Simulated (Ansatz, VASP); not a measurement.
## BN: VASP beside Ansatz

```
CELL_PARAMETERS angstrom
0.00000 3.49532 2.23107
1.25163 0.00000 2.23107
1.25163 3.49532 0.00000
ATOMIC_POSITIONS crystal
B 0.00005 0.00005 0.99995
N 0.66665 0.66665 0.33335
```

Change from the starting cell: strain +0.000 along x and y, +0.030 along z, atoms carried along.

Alike in both runs: task single point; functional PBE; dispersion D3(BJ); k mesh 12 × 12 × 12; occupations gaussian, width 0.05 eV; no spin polarisation.

|  | VASP | Ansatz |
| --- | --- | --- |
| version | VASP 6.6.1 | Ansatz 0.2.0 |
| potentials or method | VASP PAW PBE potentials, release 64 (B, N), cutoff 520 eV | scalar-relativistic, plane waves, PAW |
| valence electrons in the cell | 8 | 8 |

|  | VASP | Ansatz | Ansatz less VASP |
| --- | --- | --- | --- |
| gap on the k mesh at the Fermi level (eV) | 3.64 | 3.65 | +0.007 |
| least direct gap on the mesh (eV) | 4.47 | 4.47 | +0.003 |
| pressure (GPa) | -8.5 | -8.6 | -0.06 |
| traceless stress, the component that is largest in VASP (GPa) | -13.57 | -13.63 | -0.064 |
| rms of the force components (eV/Å) | 0.140 | 0.139 | -0.0008 |

Atom by atom the forces differ by 0.001 eV/Å (rms over components).
